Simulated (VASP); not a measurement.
# Zn: relaxation of cell and atoms with PBE

The system is Zn.

```
CELL_PARAMETERS angstrom
3.10283 0.00000 0.00000
0.00000 3.10283 0.00000
0.00000 0.00000 3.20857
ATOMIC_POSITIONS crystal
Zn 0.50000 0.00000 0.87428
Zn 0.00000 0.50000 0.12572
```

* Program: VASP 6.6.1
* Task: relaxation of cell and atoms
* Functional: PBE
* Potentials or basis: VASP PAW PBE potentials, release 64 (Zn)
* Cutoff: 600 eV
* k mesh: 6 × 6 × 6
* Occupations: gaussian, width 0.1 eV
* Spin: no spin polarisation
* Dipole correction: no
* Further INCAR settings: ALGO = Normal; EDIFF = 1e-06; IBRION = 2; EDIFFG = -0.04; NSW = 90; ISIF = 3

```yaml
Relaxed_volume: 15.95 Å³/atom
Relaxed_cell: a = 3.538 Å, b = 3.538 Å, c = 2.548 Å, α = 90.00°, β = 90.00°, γ = 90.00°
Space_group_after_relaxing_to_0.1_Å: I4/mmm (No. 139)
Energy_gained_by_relaxing: 400.5 meV/atom
Ionic_steps: 22
Pressure_after_relaxing: 0.3 GPa
Largest_force_after_relaxing: 0.020 eV/Å
Band_gap_on_the_k_mesh: zero (bands 12 and 13 overlap by 5.25 eV)
```

Forces in eV/Å, atoms in the order of the input:
```
Zn   0.000  0.000 -0.020
Zn   0.000  0.000  0.020
```

The path:
```csv
step,energy change (eV),largest force (eV/Å),pressure (GPa),volume (Å³)
1,0.0000,1.6081,14.70,30.89
2,-0.3791,0.3992,-3.48,37.61
3,-0.3805,0.4660,-2.62,36.95
4,-0.4485,0.4979,-2.74,35.83
5,-0.5713,0.4773,-0.42,32.44
6,0.1795,0.1397,38.36,25.46
7,-0.5366,0.5597,1.33,32.07
8,-0.6447,0.5579,9.79,28.79
9,-0.6363,0.5938,4.85,30.03
10,-0.6523,0.5786,7.87,29.24
11,-0.6824,0.4952,7.97,29.31
12,-0.6612,0.2619,9.41,29.47
13,-0.6936,0.4143,8.40,29.38
14,-0.7354,0.3479,5.62,30.16
15,-0.7862,0.1853,-0.51,32.56
16,-0.7862,0.1812,-0.75,32.64
17,-0.7882,0.1718,-0.73,32.58
18,-0.7930,0.1431,-0.61,32.40
19,-0.7969,0.0808,-0.21,32.03
20,-0.7994,0.0548,0.17,31.88
21,-0.8003,0.0283,0.60,31.73
22,-0.8009,0.0195,0.29,31.90
```

Final structure:
```
Zn
1.0
     3.53849    0.00000    0.00000
     0.00000    3.53849    0.00000
     0.00000    0.00000    2.54790
Zn
2
Direct
  0.50000 0.00000 0.75266
  0.00000 0.50000 0.24734
```

Levels at points of the mesh, in eV from the Fermi level:
```
           k point  band 8  band 9  band 10  band 11  band 12  band 13  band 14  band 15  band 16
(0.00, 0.00, 0.00)   -6.92   -6.76    -6.76    -6.73     1.57     1.57     3.49     6.44    12.73
(0.50, 0.00, 0.00)   -6.97   -6.94    -6.94    -6.16    -6.16     5.41     5.41     7.25     7.25
(0.50, 0.50, 0.00)   -7.15   -6.72    -6.72    -3.23    -3.23    -2.79    -2.79    17.98    17.98
(0.00, 0.00, 0.50)   -7.19   -7.17    -7.16    -3.24    -3.23     8.25     8.41     8.41     8.49
(0.50, 0.00, 0.50)   -6.82   -6.65    -6.65    -1.35    -1.35     0.97     0.97     9.97     9.97
(0.50, 0.50, 0.50)   -7.08   -6.75    -6.75     1.51     1.51     2.99     2.99     3.68     3.68
```

Run time: 7.6 min on 1 thread of Intel Xeon 8259CL (shared host), peak memory 0.15 GiB.

Caveat: a cell axis changed by over 15 % at a fixed basis, so the end point is rough.
